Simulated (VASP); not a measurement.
The system is Be.

```
CELL_PARAMETERS angstrom
2.28530 0.00000 0.00000
-1.14265 1.97913 0.00000
0.00000 0.00000 3.58420
ATOMIC_POSITIONS crystal
Be 0.33333 0.66667 0.25000
Be 0.66667 0.33333 0.75000
```

* Program: VASP 6.6.1
* Task: relaxation of volume and atoms at fixed shape
* Functional: LDA
* Potentials or basis: VASP PAW LDA potentials, release 64 (Be)
* Cutoff: 600 eV
* k mesh: 22 × 22 × 12
* Occupations: methfessel-paxton, width 0.05 eV
* Spin: no spin polarisation

At the start: pressure -7.9 GPa; volume 8.11 Å³/atom.

Question: How do energy, volume and symmetry change on relaxing?

Answer: Over 3 steps the energy falls by 13.7 meV/atom and the volume is 7.58 Å³/atom (-6.5 %); space group P6_3/mmc (No. 194, to 0.1 Å) before and after.

Step by step:
| step | energy change (eV) | largest force (eV/Å) | pressure (GPa) | volume (Å³) |
| --- | --- | --- | --- | --- |
| 1 | 0.0000 | 0.0000 | -7.92 | 16.21 |
| 2 | -0.0270 | 0.0000 | -1.15 | 15.29 |
| 3 | -0.0275 | 0.0000 | -0.04 | 15.16 |

Final structure:
```cif
data_structure
_symmetry_space_group_name_H-M 'P 1'
_symmetry_Int_Tables_number 1
_cell_length_a 2.2347
_cell_length_b 2.2347
_cell_length_c 3.5048
_cell_angle_alpha 90.000
_cell_angle_beta 90.000
_cell_angle_gamma 120.000
_cell_volume 15.16
loop_
_atom_site_label
_atom_site_type_symbol
_atom_site_fract_x
_atom_site_fract_y
_atom_site_fract_z
_atom_site_occupancy
Be1 Be 0.33333 0.66667 0.25000 1
Be2 Be 0.66667 0.33333 0.75000 1
```
